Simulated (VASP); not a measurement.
# Mg8HO8 (a cell with a defect) in VASP: a series of runs, part 3 of 3

VASP 6.6.1.

## (7) Single point, PBE+D3(BJ)

Input file INCAR:

```
SYSTEM = Mg8HO8
PREC     = Accurate       ! precision mode
ENCUT    = 520            ! plane-wave cutoff, eV
EDIFF    = 1E-7           ! SCF threshold, eV
ISMEAR   = 0              ! smearing method
SIGMA    = 0.02           ! smearing width, eV
LREAL    = Auto         
LASPH    = .True.         ! aspherical terms in the spheres
NELM     = 80             ! most SCF steps
ALGO     = Normal         ! electronic algorithm
ISIF     = 2              ! what is computed and relaxed
LWAVE    = .False.        ! write WAVECAR
LCHARG   = .True.         ! write CHGCAR
GGA      = PE             ! functional
IVDW     = 12             ! dispersion correction
LELF     = .True.         ! ELF
LVHAR    = .True.       
NBANDS   = 46             ! bands
NELECT   = 64.0
```

Input file KPOINTS:

```
regular mesh
0
Gamma
  3 3 3
  0 0 0
```

Input file POSCAR:

```
Mg8HO8
1.0
    0.0000000000      4.2665000000      4.2665000000
    4.2665000000      0.0000000000      4.2665000000
    4.2665000000      4.2665000000      0.0000000000
Mg O H
8 8 1
Direct
   -0.0013753662     -0.0053512247      0.0076170163
   -0.0259807805     -0.0124490800      0.5235279503
   -0.0052434079      0.4951166061      0.0033915387
   -0.0050878941      0.4950853158      0.5153192312
    0.5150982070     -0.0126315481     -0.0181283253
    0.5158898394     -0.0131599672      0.5250326966
    0.5064234150      0.4948553850      0.0037669050
    0.4965340443      0.5015737724      0.5052634478
    0.2469114028      0.2475095512      0.2570316419
    0.2515014649      0.2441396930      0.7564786124
    0.2481766085      0.7501011368      0.2569500762
    0.2483400914      0.7503335287      0.7531379351
    0.7475679128      0.2443983359      0.2601149654
    0.7475936951      0.2443287238      0.7565478730
    0.7433979843      0.7509885152      0.2572704793
    0.7519546467      0.7364491972      0.7603840384
    0.3165544357      0.0478944099      0.3236745576
```

Potentials or basis: VASP PAW PBE potentials, release 64 (Mg, O, H).

Command:

```
$ cat potpaw_PBE.64/Mg/POTCAR potpaw_PBE.64/O/POTCAR potpaw_PBE.64/H/POTCAR > POTCAR
$ mpirun -np 1 vasp_std > vasp.out
```

OUTCAR:

```text
SYSTEM = Mg8HO8
   PREC = Accurate
   ENCUT = 520
   EDIFF = 1E-7
   ISMEAR = 0
   LREAL = Auto
   LASPH = .True.
   NELM = 80
   ISIF = 2
   GGA = PE
   IVDW = 12
   NELECT = 64.0
 IVDW          = 12

 ion  position               nearest neighbor table
   1  0.999  0.995  0.008-  12 2.13  11 2.13  15 2.13  14 2.14  13 2.14  10 2.14   7 2.99   4 3.00
                             3 3.00   2 3.02   5 3.02   6 3.02   2 3.02   5 3.02   6 3.02   3 3.04
   2  0.974  0.988  0.524-  17 1.92  16 2.02  14 2.09  13 2.09  12 2.16  11 2.16   9 2.27   6 2.76
                             5 2.77   4 2.93   3 2.94   8 3.00   1 3.02   1 3.02   8 3.05   3 3.10
[... 901 lines left out ...]
  Total     -10.23337   -10.10881   -10.32378     1.90869     1.86266    -1.75451
  in kB    -105.55630  -104.27149  -106.48880    19.68796    19.21319   -18.09756
  external pressure =     -105.44 kB  Pullay stress =        0.00 kB

 VOLUME and BASIS-vectors are now :
 -----------------------------------------------------------------------------
  energy-cutoff  :      520.00
  volume of cell :      155.33
      direct lattice vectors                 reciprocal lattice vectors
     0.000000000  4.266500000  4.266500000    -0.117192078  0.117192078  0.117192078
     4.266500000  0.000000000  4.266500000     0.117192078 -0.117192078  0.117192078
     4.266500000  4.266500000  0.000000000     0.117192078  0.117192078 -0.117192078

 POSITION                                       TOTAL-FORCE (eV/Angst)
 -----------------------------------------------------------------------------------
      4.27617      4.29313      8.50430         0.006686     -0.000174      0.000695
      6.44702      6.38928      8.36904         0.002284     -0.005149     -0.045182
      2.12688      4.25860      6.35654        -0.001698     -0.009594     -0.009853
      4.31089      6.44340      6.35707         0.010231      0.002112     -0.006031
      8.40176      6.38682      6.41027        -0.026176      0.012290     -0.004021
      6.45040      4.44110      6.41140        -0.005056      0.022723      0.006213
[... 9 lines left out ...]
      6.38624      6.45239      6.35027        -0.002965      0.004540     -0.006175
      1.58530      2.73154      1.55492        -0.068342      0.042200     -0.067384
 -----------------------------------------------------------------------------------
    total drift:                               -0.000029     -0.001377      0.004810

  FREE ENERGIE OF THE ION-ELECTRON SYSTEM (eV)
  ---------------------------------------------------
  free  energy   TOTEN  =      -106.8192163897 eV

  energy  without entropy=     -106.8192163897  energy(sigma->0) =     -106.81921639
```

OSZICAR:

```text
N       E                     dE             d eps       ncg     rms          rms(c)
DAV:   1     0.324040825828E+03    0.32404E+03   -0.31644E+04  1328   0.127E+03
DAV:   2    -0.892950313030E+02   -0.41334E+03   -0.39992E+03  1622   0.274E+02
DAV:   3    -0.113418915005E+03   -0.24124E+02   -0.24005E+02  1588   0.690E+01
DAV:   4    -0.113607603236E+03   -0.18869E+00   -0.18842E+00  1584   0.686E+00
DAV:   5    -0.113609085016E+03   -0.14818E-02   -0.14810E-02  1562   0.600E-01    0.198E+01
DAV:   6    -0.102259792648E+03    0.11349E+02   -0.44472E+01  1530   0.300E+01    0.637E+00
DAV:   7    -0.102215455173E+03    0.44337E-01   -0.13164E+00  1528   0.519E+00    0.403E+00
DAV:   8    -0.102157747164E+03    0.57708E-01   -0.38202E-01  1578   0.408E+00    0.971E-01
DAV:   9    -0.102140899167E+03    0.16848E-01   -0.32731E-02  1688   0.110E+00    0.382E-01
DAV:  10    -0.102141021019E+03   -0.12185E-03   -0.20872E-02  1554   0.717E-01    0.164E-01
DAV:  11    -0.102140973282E+03    0.47737E-04   -0.10333E-03  1656   0.212E-01    0.698E-02
DAV:  12    -0.102141133311E+03   -0.16003E-03   -0.55517E-04  1538   0.126E-01    0.281E-02
DAV:  13    -0.102141122058E+03    0.11253E-04   -0.50695E-05  1608   0.533E-02    0.117E-02
DAV:  14    -0.102141121782E+03    0.27638E-06   -0.35940E-05  1560   0.301E-02    0.678E-03
DAV:  15    -0.102141121058E+03    0.72322E-06   -0.25140E-06  1552   0.961E-03    0.264E-03
DAV:  16    -0.102141120904E+03    0.15390E-06   -0.67528E-07  1482   0.463E-03    0.397E-04
DAV:  17    -0.102141120923E+03   -0.18496E-07   -0.41917E-08   896   0.104E-03
   1 F= -.10681922E+03 E0= -.10681922E+03  d E =-.711954E-30
```

stdout:

```text
POSCAR found type information on POSCAR MgO H
 POSCAR found :  3 types and      17 ions
 scaLAPACK will be used
 LDA part: xc-table for (Slater+PW92), standard interpolation
 POSCAR, INCAR and KPOINTS ok, starting setup
 FFT: planning ... GRIDC
 FFT: planning ... GRID_SOFT
 FFT: planning ... GRID
 WAVECAR not read
 entering main loop
 the old and the new charge density differ
 old charge density:    65.00000 new   64.00000
    0.198E+01
```

Wall time 2.3 min (1 thread of Intel Xeon 6975P-C (Granite Rapids), shared host); peak memory 0.35 GiB.

What came out:

- Free energy: -106.8192 eV
- Largest force: 0.145 eV/Å
- Dispersion energy per atom: -0.275 eV

Forces on the atoms (eV/Å):
```
Mg   0.007  0.000  0.001
Mg   0.002 -0.005 -0.045
Mg  -0.002 -0.010 -0.010
Mg   0.010  0.002 -0.006
Mg  -0.026  0.012 -0.004
Mg  -0.005  0.023  0.006
Mg  -0.001  0.005  0.012
Mg  -0.005  0.006 -0.006
O    0.073 -0.073  0.103
O    0.005 -0.001 -0.005
O    0.007 -0.011  0.006
O    0.009 -0.007  0.007
O   -0.006  0.007 -0.002
O    0.002  0.005  0.002
O    0.000  0.000  0.015
O   -0.003  0.005 -0.006
H   -0.068  0.042 -0.067
```

Levels at points of the mesh, in eV from the Fermi level:
```tsv
k point	band 29	band 30	band 31	band 32	band 33	band 34	band 35	band 36
(0.00, 0.00, 0.00)	-0.51	-0.21	-0.16	-0.16	3.77	6.13	7.44	7.60
```

Caveat: the k points lie up to 0.43 Å⁻¹ apart; the cell carries a net charge on a neutralising background, which shifts energy and pressure; the cell is charged against a uniform background, so pressure and absolute levels hang on convention.
